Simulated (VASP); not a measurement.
## Ru: single point with r2SCAN

Crystal: Ru.

```
Ru
1.0
     2.66521    0.00000    0.00000
    -1.33261    2.30814    0.00000
     0.00000    0.00000    4.15344
Ru
2
Cartesian
  0.0000 1.5388 1.0384
  1.3326 0.7694 3.1151
```

This cell differs from its parent crystal: strain -0.015 along x and y, -0.030 along z.

| Item | Value |
| --- | --- |
| Program | VASP 6.6.1 |
| Task | single point |
| Functional | r2SCAN |
| Potentials or basis | VASP PAW PBE potentials, release 64 (Ru_pv) |
| Cutoff | 520 eV |
| k mesh | 24 × 24 × 12 |
| Occupations | gaussian, width 0.15 eV |
| Spin | no spin polarisation |

```json
{
  "Pressure": "23.4 GPa",
  "Band gap on the k mesh": "zero (bands 14 and 15 overlap by 3.67 eV)"
}
```

Stress tensor (GPa, compression positive):
```
20.75  0.00  0.00
 0.00 20.75  0.00
 0.00  0.00 28.64
```

Levels at points of the mesh, in eV from the Fermi level:
| k point | band 12 | band 13 | band 14 | band 15 | band 16 | band 17 |
| --- | --- | --- | --- | --- | --- | --- |
| (0.00, 0.00, 0.00) | -2.19 | -2.19 | -1.76 | -1.76 | 1.32 | 1.32 |
| (0.50, 0.00, 0.00) | -2.05 | -1.64 | 1.51 | 2.03 | 2.25 | 4.54 |
| (0.00, 0.00, 0.50) | -3.24 | -2.95 | -2.95 | 0.62 | 0.62 | 0.62 |
| (0.50, 0.00, 0.50) | -1.31 | 0.48 | 0.48 | 1.83 | 1.83 | 3.77 |

It took 14 min on 1 thread of Intel Xeon 8259CL, with other jobs on the host, peak memory 0.29 GiB.

Caveat: the cell differs from its parent crystal (strain -0.015 along x and y, -0.030 along z); the stress differs along the axes, from 21 to 29 GPa; the PAW data sets were made with another functional, which shifts forces and pressure a little.
